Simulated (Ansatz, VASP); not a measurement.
# SiO2 in VASP and in Ansatz

INCAR

```
ALGO = Normal ; EDIFF = 1E-6
ENCUT = 520 ; GGA = PE
ISIF = 2 ; ISMEAR = 0
LASPH = T ; LCHARG = T
LELF = T ; LREAL = F
LVHAR = T ; LWAVE = F
NBANDS = 25 ; NELM = 60
PREC = Accurate ; SIGMA = 0.01
```

KPOINTS

```
k-points
0
Gamma
  8 8 8
```

POSCAR

```
SiO2
1.0
   -1.7455993063      1.7455993063      4.2169609648
    1.7455993063     -1.7455993063      4.2169609648
    1.7455993063      1.7455993063     -4.2169609648
Si O
2 4
Direct
    0.7500000000      0.2500000000      0.5000000000
    0.0000000000      0.0000000000      0.0000000000
    0.5421687974      0.0421687974      0.5000000000
    0.7921687974      0.7921687974      0.0000000000
    0.2078312026      0.2078312026      0.0000000000
    0.9578312026      0.4578312026      0.5000000000
```

Input for Ansatz:

```yaml
crystal:
  lattice:
    - [-1.7455993063, 1.7455993063, 4.2169609648]
    - [1.7455993063, -1.7455993063, 4.2169609648]
    - [1.7455993063, 1.7455993063, -4.2169609648]
  atoms:
    - { symbol: Si, position: [0.75, 0.25, 0.5] }
    - { symbol: Si, position: [0.0, 0.0, 0.0] }
    - { symbol: O, position: [0.5421687974, 0.0421687974, 0.5] }
    - { symbol: O, position: [0.7921687974, 0.7921687974, 0.0] }
    - { symbol: O, position: [0.2078312026, 0.2078312026, 0.0] }
    - { symbol: O, position: [0.9578312026, 0.4578312026, 0.5] }
kpoints:
  mp_grid: { grid: [8, 8, 8] }
hamiltonian:
  xc: pbe
scf:
  occupations: { method: fixed }
  n_extra_bands: 5
output:
  forces: true
  stress: true
  eigenvalues: true
```

Alike in both runs: task single point; functional PBE; k mesh 8 × 8 × 8; no spin polarisation.

```csv
,VASP,Ansatz
version,VASP 6.6.1,Ansatz 0.2.0
potentials or method,"VASP PAW PBE potentials, release 64 (Si, O)","plane waves, PAW"
plane-wave cutoff (eV),520,420
occupations,"gaussian, width 0.01 eV",fixed
valence electrons in the cell,32,32
```

|  | VASP | Ansatz | Ansatz less VASP |
| --- | --- | --- | --- |
| gap on the k mesh at the Fermi level (eV) | 6.33 | 6.34 | +0.011 |
| pressure (GPa) | 8.9 | 8.7 | -0.14 |
| traceless stress, the component that is largest in VASP (GPa) | 1.64 | 1.20 | -0.442 |
| rms of the force components (eV/Å) | 0.143 | 0.140 | -0.0029 |

Atom by atom the forces differ by 0.003 eV/Å (rms over components).
